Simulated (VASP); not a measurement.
# LiH (P2/m) in VASP: notebook

Runs on LiH. Level: PBE. Tasks: single point, relaxation of cell and atoms.

Everything below comes from runs of VASP 6.6.1. Logs are shortened: lines on timing, memory, paths and dates and some standing lists are left out, and cuts for length are marked.

**1. The cell of the first run**

The structure is monoclinic, space group P2/m (No. 10). Conventional cell: a = 4.367 Å, b = 2.945 Å, c = 5.807 Å, α = 90.00°, β = 97.70°, γ = 90.00°. Li (site symmetry 2/m) has 2 H at 1.67 Å within 2.2 Å. Within 2.5 Å of Li (site symmetry 2/m) lie 4 H at 1.92 Å. H (site symmetry m) has 3 Li at 1.67 to 1.92 Å within 2.2 Å.

**2. Single point, PBE (atoms taken out)**

INCAR reads:

```
SYSTEM = LiH
  PREC = Accurate
  ENCUT = 520
  EDIFF = 1E-7
  ISMEAR = 0
  SIGMA = 0.1
  LREAL = .False.
  LASPH = .True.
  NELM = 60
  ALGO = Normal
  ISIF = 2
  LWAVE = .False.
  LCHARG = .False.
  GGA = PE
  NBANDS = 12
```

KPOINTS reads:

```
Automatic mesh
0
Gamma
  4 6 4
  0 0 0
```

POSCAR reads:

```
LiH
1.0
    4.3548424486      0.0000000000      0.3230958819
    0.0000000000      2.9448387963      0.0000000000
    0.3497615517      0.0000000000      5.7961217064
Li H
2 2
Direct
    0.0000000000      0.0000000000      0.0000000000
    0.0000000000      0.5000000000      0.5000000000
    0.9961855786      0.0000000000      0.7133191502
    0.0038144214      0.0000000000      0.2866808498
```

Potentials or basis: VASP PAW PBE potentials, release 64 (Li_sv, H).

Run with:

```console
$ cat potpaw_PBE.64/Li_sv/POTCAR potpaw_PBE.64/H/POTCAR > POTCAR
$ mpirun -np 1 vasp_std > vasp.out
```

OUTCAR:

```text
SYSTEM = LiH
   PREC = Accurate
   ENCUT = 520
   EDIFF = 1E-7
   ISMEAR = 0
   LREAL = .False.
   LASPH = .True.
   NELM = 60
   ISIF = 2
   GGA = PE

 ion  position               nearest neighbor table
   1  0.000  0.000  0.000-   3 1.67   4 1.67
   2  0.000  0.500  0.500-
   3  0.996  0.000  0.713-   1 1.67
   4  0.004  0.000  0.287-   1 1.67

  LATTYP: Found a simple monoclinic cell.
 ALAT       =     4.3668116173
 B/A-ratio  =     0.6743681785
 C/A-ratio  =     1.3297265014
 COS(beta)  =    -0.1339240197

  Lattice vectors:

 A1 = (   4.3548424486,   0.0000000000,   0.3230958819)
 A2 = (   0.0000000000,  -2.9448387963,   0.0000000000)
 A3 = (  -0.3497615517,   0.0000000000,  -5.7961217064)

Analysis of symmetry for initial positions (statically):
=====================================================================
 Subroutine PRICEL returns:
 Original cell was already a primitive cell.

 Routine SETGRP: Setting up the symmetry group for a
 simple monoclinic supercell.

 Subroutine GETGRP returns: Found  4 space group operations
 (whereof  4 operations were pure point group operations)
 out of a pool of  4 trial point group operations.

The static configuration has the point symmetry C_2h.

Analysis of symmetry for dynamics (positions and initial velocities):
=====================================================================
 Subroutine PRICEL returns:
 Original cell was already a primitive cell.

 Routine SETGRP: Setting up the symmetry group for a
 simple monoclinic supercell.

 Subroutine GETGRP returns: Found  4 space group operations
 (whereof  4 operations were pure point group operations)
 out of a pool of  4 trial point group operations.

The dynamic configuration has the point symmetry C_2h.

 Subroutine INISYM returns: Found  4 space group operations
 (whereof  4 operations are pure point group operations),
 and found     1 'primitive' translations

----------------------------------------------------------------------------------------

                                     Primitive cell

  volume of cell :      73.9985

  direct lattice vectors                    reciprocal lattice vectors
     4.354842449  0.000000000  0.323095882     0.230662122  0.000000000 -0.013919090
     0.000000000  2.944838796  0.000000000     0.000000000  0.339577162  0.000000000
     0.349761552  0.000000000  5.796121706    -0.012857905  0.000000000  0.173305057

  length of vectors
     4.366811617  2.944838796  5.806665134     0.231081708  0.339577162  0.173781381

  position of ions in fractional coordinates (direct lattice)
     0.000000000  0.000000000  0.000000000
     1.000000000  0.500000000  0.500000000
     0.996185579  0.000000000  0.713319150
     0.003814421  0.000000000  0.286680850

  ion indices of the primitive-cell ions
   primitive index   ion index
                 1           1
                 2           2
                 3           3
                 4           4

----------------------------------------------------------------------------------------

 KPOINTS: Automatic mesh

Automatic generation of k-mesh.
 Grid dimensions read from file:
 generate k-points for:    4    6    4

 Generating k-lattice:

  Cartesian coordinates                     Fractional coordinates (reciprocal lattice)
     0.057665531  0.000000000 -0.003479773     0.250000000  0.000000000 -0.000000000
     0.000000000  0.056596194  0.000000000     0.000000000  0.166666667  0.000000000
    -0.003214476  0.000000000  0.043326264     0.000000000  0.000000000  0.250000000

  Length of vectors
     0.057770427  0.056596194  0.043445345

  Shift w.r.t. Gamma in fractional coordinates (k-lattice)
     0.000000000  0.000000000  0.000000000

 Subroutine IBZKPT returns following result:
 ===========================================

 Found     40 irreducible k-points:

 Following reciprocal coordinates:
            Coordinates               Weight
  0.000000  0.000000  0.000000      1.000000
  0.250000  0.000000  0.000000      2.000000
  0.500000  0.000000  0.000000      1.000000
  0.000000  0.166667  0.000000      2.000000
  0.250000  0.166667  0.000000      4.000000
  0.500000  0.166667  0.000000      2.000000
[... 16 lines left out ...]
  0.500000  0.333333  0.250000      4.000000
 -0.250000  0.333333  0.250000      4.000000
 [... further k-points ...]
   k-points           NKPTS =     40   k-points in BZ     NKDIM =     40   number of bands    NBANDS=     12
   number of dos      NEDOS =    301   number of ions     NIONS =      4
   total plane-waves  NPLWV =  36864
   dimension x,y,z NGX =    32 NGY =   24 NGZ =   48
   dimension x,y,z NGXF=    64 NGYF=   48 NGZF=   96
   ions per type =               2   2
   NGX,Y,Z   is equivalent  to a cutoff of  12.18, 13.55, 13.74 a.u.
   NGXF,Y,Z  is equivalent  to a cutoff of  24.37, 27.10, 27.48 a.u.
 SYSTEM =  LiH
   PREC   = accura    normal or accurate (medium, high low for compatibility)
   ISTART =      0    job   : 0-new  1-cont  2-samecut
   ICHARG =      2    charge: 1-file 2-atom 10-const
   ISPIN  =      1    spin polarized calculation?
   LNONCOLLINEAR =      F non collinear calculations
   LSORBIT =      F    spin-orbit coupling
   LASPH  =      T    aspherical Exc in radial PAW
   ENCUT  =  520.0 eV  38.22 Ry    6.18 a.u.   8.12  5.48 10.80*2*pi/ulx,y,z
   NELM   =     60;   NELMIN=  2; NELMDL= -5     # of ELM steps
   EDIFF  = 0.1E-06   stopping-criterion for ELM
   LREAL  =      F    real-space projection
   EDIFFG = 0.1E-05   stopping-criterion for IOM
   NSW    =      0    number of steps for IOM
   IBRION =     -1    ionic relax: 0-MD 1-quasi-New 2-CG
   NFREE  =      0    steps in history (QN), initial steepest desc. (CG)
   ISIF   =      2    stress and relaxation
   ISYM   =      2    0-nonsym 1-usesym 2-fastsym
   POTIM  = 0.5000    time-step for ionic-motion
   TEBEG  =    0.0;   TEEND  =   0.0 temperature during run
   PSTRESS=    0.0 pullay stress
   NELECT =       8.0000    total number of electrons
   NUPDOWN=      -1.0000    fix difference up-down
   EMIN   =  10.00;   EMAX   =-10.00  energy-range for DOS
   EFERMI =   0.00;   METHOD = LEGACY
   ISMEAR =     0;   SIGMA  =   0.10  broadening in eV -4-tet -1-fermi 0-gaus
   EFERMI_NEDOS =   21; number of points for ismear=-14 and -15
   IALGO  =     38    algorithm
   IMIX   =      4    mixing-type and parameters
     AMIX     =   0.40;   BMIX     =  1.00
     AMIX_MAG =   1.60;   BMIX_MAG =  1.00
  volume/ion in A,a.u.               =      18.50       124.84
  Fermi-wavevector in a.u.,A,eV,Ry     =   0.779885  1.473769  8.275344  0.608221
  Thomas-Fermi vector in A             =   1.883082
   LORBIT       =      0    0 simple, 1 ext, 2 COOP (PROOUT), +10 PAW based schemes
   GGA     = PE    functional components
   LHFCALC =     F    Hartree Fock is set to
   AEXX    =    0.0000 exact exchange contribution
   IVDW    =     0    specifies the selected vdW correction
   LEPSILON=     F    determine dielectric tensor
   LRPA    =     F    only Hartree local field effects (RPA)
 non-spin polarized calculation
 Gauss-broadening in eV      SIGMA  =   0.10
  energy-cutoff  :      520.00
  volume of cell :       74.00
 maximum number of plane-waves:      2018
   NGX = 17   NGY = 11   NGZ = 21

 number of electron       7.9999990 magnetization

 Free energy of the ion-electron system (eV)
  ---------------------------------------------------
  ext. energy  EPLUGINS =         0.00000000
  ---------------------------------------------------
  free energy    TOTEN  =       -11.02075104 eV

  energy without entropy =      -11.02075104  energy(sigma->0) =      -11.02075104

 E-fermi :  -1.3678     XC(G=0):  -5.4007

 val. band max:       -1.8124727627   @ k =   0.5000   0.5000   0.5000
 cond. band min:      -0.6130268782   @ k =   0.5000   0.0000   0.0000
 fundamental gap:      1.1994458845
 Fermi energy:        -1.3677861115

 k-point     1 :       0.0000    0.0000    0.0000
  band No.  band energies     occupation
      1     -47.2919      2.00000
      2     -46.7466      2.00000
      3      -5.3744      2.00000
      4      -4.0755      2.00000
      5       1.6326      0.00000
      6       3.0845      0.00000
      7       3.7625      0.00000
      8       5.8507      0.00000
      9       7.5369      0.00000
     10       8.3459      0.00000
     11      10.0812      0.00000
     12      10.1886      0.00000

 k-point     2 :       0.2500    0.0000    0.0000
  band No.  band energies     occupation
      1     -47.2919      2.00000
      2     -46.7465      2.00000
      3      -5.1638      2.00000
      4      -3.9911      2.00000
      5       0.4292      0.00000
      6       2.3834      0.00000
      7       4.3357      0.00000
      8       6.0322      0.00000
      9       7.0988      0.00000
     10       9.9411      0.00000
     11      10.2398      0.00000
     12      10.2961      0.00000

 k-point     3 :       0.5000    0.0000    0.0000
  band No.  band energies     occupation
      1     -47.2919      2.00000
      2     -46.7465      2.00000
      3      -4.9047      2.00000
      4      -3.9015      2.00000
      5      -0.6130      0.00000
      6       2.9243      0.00000
      7       3.6693      0.00000
      8       4.6103      0.00000
      9       9.4604      0.00000
     10      10.2220      0.00000
     11      10.4185      0.00000
     12      11.9300      0.00000

 k-point     4 :       0.0000    0.1667    0.0000
  band No.  band energies     occupation
      1     -47.2897      2.00000
      2     -46.7440      2.00000
      3      -5.0923      2.00000
      4      -3.7229      2.00000
      5       1.6592      0.00000
      6       3.5474      0.00000
      7       4.1043      0.00000
      8       6.2162      0.00000
      9       6.7216      0.00000
     10       8.2099      0.00000
     11       8.4065      0.00000
     12       9.9665      0.00000

 k-point     5 :       0.2500    0.1667    0.0000
  band No.  band energies     occupation
      1     -47.2897      2.00000
      2     -46.7440      2.00000
      3      -4.8960      2.00000
      4      -3.6423      2.00000
      5       0.8209      0.00000
      6       2.4742      0.00000
      7       4.6586      0.00000
      8       5.9966      0.00000
      9       7.2237      0.00000
     10       8.3873      0.00000
     11       9.0913      0.00000
     12      10.4729      0.00000
[... 228 lines left out ...]
      1     -47.2852      2.00000
      2     -46.7390      2.00000
      3      -4.3564      2.00000
      4      -2.9230      2.00000
      5       1.5574      0.00000
      6       4.2556      0.00000
      7       5.1077      0.00000
      8       5.2841      0.00000
      9       6.1913      0.00000
     10       6.9762      0.00000
     11       8.1337      0.00000
     12       9.5281      0.00000

 k-point    22 :       0.2500    0.3333    0.2500
  band No.  band energies     occupation
      1     -47.2852      2.00000
      2     -46.7390      2.00000
      3      -4.2409      2.00000
      4      -2.7861      2.00000
      5       1.6590      0.00000
      6       3.1287      0.00000
      7       4.0111      0.00000
      8       5.4886      0.00000
      9       6.0657      0.00000
     10       8.0943      0.00000
     11       8.6457      0.00000
     12       8.9451      0.00000

 k-point    23 :       0.5000    0.3333    0.2500
  band No.  band energies     occupation
      1     -47.2852      2.00000
      2     -46.7389      2.00000
      3      -4.0830      2.00000
      4      -2.6875      2.00000
      5       1.5543      0.00000
      6       2.3105      0.00000
      7       3.8303      0.00000
      8       5.6676      0.00000
      9       6.3885      0.00000
     10       7.3686      0.00000
     11       8.4303      0.00000
     12       8.8621      0.00000

 k-point    24 :      -0.2500    0.3333    0.2500
  band No.  band energies     occupation
      1     -47.2852      2.00000
      2     -46.7390      2.00000
      3      -4.2122      2.00000
      4      -2.8369      2.00000
      5       1.6876      0.00000
      6       2.7385      0.00000
      7       4.4813      0.00000
      8       5.5752      0.00000
      9       6.7431      0.00000
     10       7.9230      0.00000
     11       8.3853      0.00000
     12       8.8655      0.00000

 [... further k-points ...]

------------------------ aborting loop because EDIFF is reached ----------------------------------------

  FORCE on cell =-STRESS in cart. coord.  units (eV):
  Direction    XX          YY          ZZ          XY          YZ          ZX
  --------------------------------------------------------------------------------------
  -------------------------------------------------------------------------------------
  Total       -0.0535253     -0.0910431      0.0968616      0.0000000      0.0000000      0.0866386
  in kB       -1.1589033     -1.9712184      2.0971991      0.0000000      0.0000000      1.8758556
  external PRESSURE =      -0.3443075 kB  Pullay stress =       0.0000000 kB

 VOLUME and BASIS-vectors are now :
 -----------------------------------------------------------------------------
  energy-cutoff  :      520.00
  volume of cell :       74.00
      direct lattice vectors                 reciprocal lattice vectors
     4.354842449  0.000000000  0.323095882     0.230662122  0.000000000 -0.013919090
     0.000000000  2.944838796  0.000000000     0.000000000  0.339577162  0.000000000
     0.349761552  0.000000000  5.796121706    -0.012857905  0.000000000  0.173305057

 POSITION                                       TOTAL-FORCE (eV/Angst)
 -----------------------------------------------------------------------------------
      0.00000      0.00000      0.00000        -0.000000      0.000000     -0.000000
      0.17488      1.47242      2.89806         0.000000      0.000000     -0.000000
      4.58772      0.00000      4.45635        -0.014763     -0.000000     -0.022014
      0.11688      0.00000      1.66287         0.014763      0.000000      0.022014
 -----------------------------------------------------------------------------------
    total drift:                                0.000000      0.000000     -0.000000

  FREE ENERGIE OF THE ION-ELECTRON SYSTEM (eV)
  ---------------------------------------------------
  free  energy   TOTEN  =       -11.0207510387 eV

  energy  without entropy=      -11.0207510387  energy(sigma->0) =      -11.02075104
```

Run time: 14 s. Hardware: 1 thread of Intel Xeon 6975P-C (Granite Rapids), shared host; peak memory 0.17 GiB.

Results:

```
Free energy            : -11.0208 eV
Largest force          : 0.027 eV/Å
Band gap on the k mesh : 1.20 eV (least direct gap 2.71 eV)
```

Forces in eV/Å, atoms in the order of the input:
```
Li   0.000  0.000  0.000
Li   0.000  0.000  0.000
H   -0.015  0.000 -0.022
H    0.015  0.000  0.022
```

Caveat: the cell differs from its parent crystal (atoms taken out); the cutoff is under 1.25 times the usual one of these potentials, so pressure, stress and relaxed cells hold a basis-set (Pulay) error.

[end of part 1 of 2]
